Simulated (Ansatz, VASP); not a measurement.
Two plane-wave programs on SrO

```
Sr O
1.0
    -0.05140    2.56980    2.56980
     2.51840    0.00000    2.51840
     2.56980    2.56980   -0.05140
Sr O
1 1
Direct
  0.00000 0.00000 0.00000
  0.50000 0.50000 0.50000
```

Change from the starting cell: strain -0.0400 x Voigt [0, 0, 0, 0, 1, 0], atoms carried along.

Alike in both runs: task single point; functional PBEsol; k mesh 8 × 8 × 8; occupations gaussian, width 0.05 eV; no spin polarisation.

```csv
,VASP,Ansatz
version,VASP 6.6.1,Ansatz 0.2.0
potentials or method,"VASP PAW PBE potentials, release 64 (Sr_sv, O), cutoff 520 eV","scalar-relativistic, plane waves, PAW"
valence electrons in the cell,16,16
```

Ansatz gave:

* gap on the k mesh at the Fermi level (eV): 3.15
* least direct gap on the mesh (eV): 3.22
* pressure (GPa): -0.9
* traceless stress, the component that is largest in VASP (GPa): 2.20

Which values does VASP return?

gap on the k mesh at the Fermi level (eV): 3.10; least direct gap on the mesh (eV): 3.18; pressure (GPa): -0.3; traceless stress, the component that is largest in VASP (GPa): 2.20.

VASP's potentials were made for PBE, not for PBEsol. With one functional, cell and mesh, what is left measures potentials, basis and numerics.
